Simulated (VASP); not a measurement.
# MnPt2 (P-3m1) in VASP: settings compared, part 3 of 3

VASP 6.6.1. The steps go on from the part before.

**5. Single point, PBE, collinear spin, ferromagnetic start**

This run uses another cell than the first one, of 15.41 Å³/atom.

INCAR

```
SYSTEM = MnPt2
ALGO = Normal
EDIFF = 1E-6
ENCUT = 520
GGA = PE
ISIF = 2
ISMEAR = -1
ISPIN = 2
LASPH = .True.
LCHARG = .False.
LMAXMIX = 4
LORBIT = 11
LREAL = .False.
LWAVE = .False.
MAGMOM = 0 0 5.5
NBANDS = 28
NELM = 150
PREC = Accurate
SIGMA = 0.05
```

KPOINTS

```
k-points
0
Gamma
  11 11 4
  0 0 0
```

POSCAR

```
MnPt2
1.0
    2.8584044518      0.0000000000      0.0000000000
   -1.4292022259      2.4754508696      0.0000000000
    0.0000000000      0.0000000000      6.5325040000
Pt Mn
2 1
Direct
    0.6666666667      0.3333333333      0.3162060000
    0.3333333333      0.6666666667      0.6837940000
    0.0000000000      0.0000000000      0.0000000000
```

Potentials or basis: VASP PAW PBE potentials, release 64 (Pt, Mn_pv).

Started as:

```bash
$ cat potpaw_PBE.64/Pt/POTCAR potpaw_PBE.64/Mn_pv/POTCAR > POTCAR
$ mpirun -np 1 vasp_std > vasp.out
```

Wall time 4.3 min (1 thread of Intel Xeon 8259CL, shared host); peak memory 0.27 GiB.

The run converged. Its results:

```
Free energy                                           : -21.7983 eV
Pressure                                              : -0.6 GPa
Largest force                                         : 0.034 eV/Å
Net moment                                            : 4.56 μB per cell
Site moments                                          : Pt +0.31; Mn +3.77 μB
Valence electrons inside the program's atomic spheres : Pt 9.23; Mn 11.55
```

Forces on the atoms (eV/Å):
```
Pt   0.000  0.000  0.034
Pt   0.000  0.000 -0.034
Mn   0.000  0.000  0.000
```

Stress tensor (GPa, compression positive):
```
-1.59  0.00  0.00
 0.00 -1.59  0.00
 0.00  0.00  1.24
```

Levels at points of the mesh, in eV from the Fermi level:
Spin up:
```
           k point  band 16  band 17  band 18  band 19  band 20  band 21  band 22  band 23
(0.00, 0.00, 0.00)    -1.59    -1.59    -1.08    -1.08    -0.83    -0.83    10.06    11.11
(0.00, 0.00, 0.50)    -1.77    -1.77    -1.77    -0.15    -0.15     0.26     6.05    14.30
```
Spin down:
| k point | band 11 | band 12 | band 13 | band 14 | band 15 | band 16 | band 17 | band 18 | band 19 | band 20 |
| --- | --- | --- | --- | --- | --- | --- | --- | --- | --- | --- |
| (0.00, 0.00, 0.00) | -2.72 | -2.38 | -1.86 | -1.86 | -0.91 | -0.91 | 0.73 | 1.34 | 1.34 | 2.19 |
| (0.00, 0.00, 0.50) | -3.04 | -1.57 | -1.57 | -1.41 | -1.41 | 0.30 | 0.50 | 1.40 | 1.40 | 2.35 |

Caveat: spin-orbit coupling is left out, which moves the levels of the heavy elements.

**6. Single point, PBEsol**

This run uses another cell than the first one, of 15.41 Å³/atom.

INCAR

```
SYSTEM = MnPt2
ALGO     = Normal         ! electronic algorithm
EDIFF    = 1E-6           ! SCF threshold, eV
ENCUT    = 520            ! plane-wave cutoff, eV
GGA      = PS             ! functional
ISIF     = 2              ! what is computed and relaxed
ISMEAR   = -1             ! smearing method
LASPH    = .True.         ! aspherical terms in the spheres
LCHARG   = .False.        ! write CHGCAR
LREAL    = .False.        ! projectors in reciprocal space
LWAVE    = .False.        ! write WAVECAR
NBANDS   = 24             ! bands
NELM     = 80             ! most SCF steps
PREC     = Accurate       ! precision mode
SIGMA    = 0.05           ! smearing width, eV
```

KPOINTS is that of step 5.

POSCAR is that of step 5.

Potentials or basis: VASP PAW PBE potentials, release 64 (Pt, Mn_pv).

Started as:

```bash
$ cat potpaw_PBE.64/Pt/POTCAR potpaw_PBE.64/Mn_pv/POTCAR > POTCAR
$ mpirun -np 1 vasp_std > vasp.out
```

It took 29 s on 1 thread of Intel Xeon 6975P-C (Granite Rapids), shared host; peak memory 0.21 GiB.

It converged, with:

```yaml
Free_energy: -23.1464 eV
Pressure: -25.9 GPa
Largest_force: 0.369 eV/Å
Band_gap_on_the_k_mesh: zero (an odd number of electrons rules out a gap without spin polarisation)
```

Forces on the atoms (eV/Å):
```
Pt   0.000  0.000 -0.369
Pt   0.000  0.000  0.369
Mn   0.000  0.000  0.000
```

Stress tensor (GPa, compression positive):
```
-29.89   0.00   0.00
  0.00 -29.89   0.00
  0.00   0.00 -17.93
```

Levels at points of the mesh, in eV from the Fermi level:
```csv
k point,band 15,band 16,band 17,band 18,band 19,band 20
"(0.00, 0.00, 0.00)",-1.14,-1.14,-0.93,-0.32,-0.32,0.32
"(0.00, 0.00, 0.50)",-1.81,-1.28,-0.33,-0.33,0.46,0.67
```

Caveat: the cell stands under tension; the PAW data sets were made with another functional, which shifts forces and pressure a little; spin-orbit coupling is left out, which moves the levels of the heavy elements; the run has no spin polarisation, though such a crystal can be magnetic. Spin polarisation is off, so any magnetic state and its effect on volume and gap are missing.

**7. The runs side by side**

| level | potentials or basis | spin | cell | gap on the mesh (eV) | pressure (GPa) | moment (μB) | largest force (eV/Å) |
| --- | --- | --- | --- | --- | --- | --- | --- |
| PBEsol | VASP PAW PBE potentials, release 64 (Pt, Mn_pv) | collinear, ferromagnetic start | a = 2.800, b = 2.800, c = 6.399 Å, angles 90.0, 90.0, 120.0°, 3 atoms | none | 1.6 | 4.17 | 0.16 |
| LDA | VASP PAW LDA potentials, release 64 (Pt, Mn_pv) | collinear, ferromagnetic start | a = 2.820, b = 2.820, c = 6.444 Å, angles 90.0, 90.0, 120.0°, 3 atoms | none | -10.1 | 3.90 | 0.03 |
| LDA | VASP PAW LDA potentials, release 64 (Pt, Mn_pv) | collinear, ferromagnetic start | a = 2.839, b = 2.839, c = 6.489 Å, angles 90.0, 90.0, 120.0°, 3 atoms | none | -13.3 | 4.04 | 0.06 |
| PBE | VASP PAW PBE potentials, release 64 (Pt, Mn_pv) | collinear, ferromagnetic start | a = 2.858, b = 2.858, c = 6.533 Å, angles 90.0, 90.0, 120.0°, 3 atoms | none | -0.6 | 4.56 | 0.03 |
| PBEsol | VASP PAW PBE potentials, release 64 (Pt, Mn_pv) | off | a = 2.858, b = 2.858, c = 6.533 Å, angles 90.0, 90.0, 120.0°, 3 atoms | none | -25.9 | - | 0.37 |

Alike in all rows: task single point; k mesh 11 × 11 × 4; cutoff (eV) 520; smearing fermi-dirac 0.05 eV.

Caveats: spin-orbit coupling is left out, which moves the levels of the heavy elements; the cell stands under tension (at least some runs); the PAW data sets were made with another functional, which shifts forces and pressure a little (at least some runs).

Absolute energies hang on the potentials; compare differences alone.
